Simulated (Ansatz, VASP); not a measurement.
## One calculation of Ta2Ru, two programs

```
Ta Ru
1.0
     5.93147    0.00000    0.00000
    -2.96574    5.13681    0.00000
     0.00000    0.00000    3.78435
Ta Ru
4 2
Direct
  0.66120 0.00000 0.50000
  0.00000 0.66120 0.50000
  0.33880 0.33880 0.50000
  0.00000 0.00000 0.50000
  0.33333 0.66667 0.50000
  0.66667 0.33333 0.50000
```

Alike in both runs: task relaxation of cell and atoms; functional PBE; k mesh 3 × 3 × 4; occupations gaussian, width 0.1 eV; no spin polarisation.

```csv
,VASP,Ansatz
version,VASP 6.6.1,Ansatz 0.2.0
potentials or method,"VASP PAW PBE potentials, release 64 (Ta_pv, Ru_pv), cutoff 600 eV","scalar-relativistic, plane waves, PAW"
valence electrons in the cell,72,84
```

Ansatz gave:

* gap on the k mesh at the Fermi level, each at its own relaxed structure (eV): none
* relaxed volume (Å³/atom): 22.39
* relaxed length of the cell vector where the two differ most in proportion (Å): 7.398

Task: Estimate VASP's values.

Result: gap on the k mesh at the Fermi level, each at its own relaxed structure (eV): none; relaxed volume (Å³/atom): 22.42; relaxed length of the cell vector where the two differ most in proportion (Å): 7.405.

A gap of «none» marks a metal or a gap that the smearing closes. VASP's potentials hold 72 valence electrons a cell and Ansatz's 84, so a difference there can come from the potentials and not from the codes.

The k mesh is coarse, so the values compare programs but aren't converged. Neither program's run includes spin-orbit coupling. Noted on VASP's run: the volume moved by over 15 % at a fixed basis, so the end points are rough.
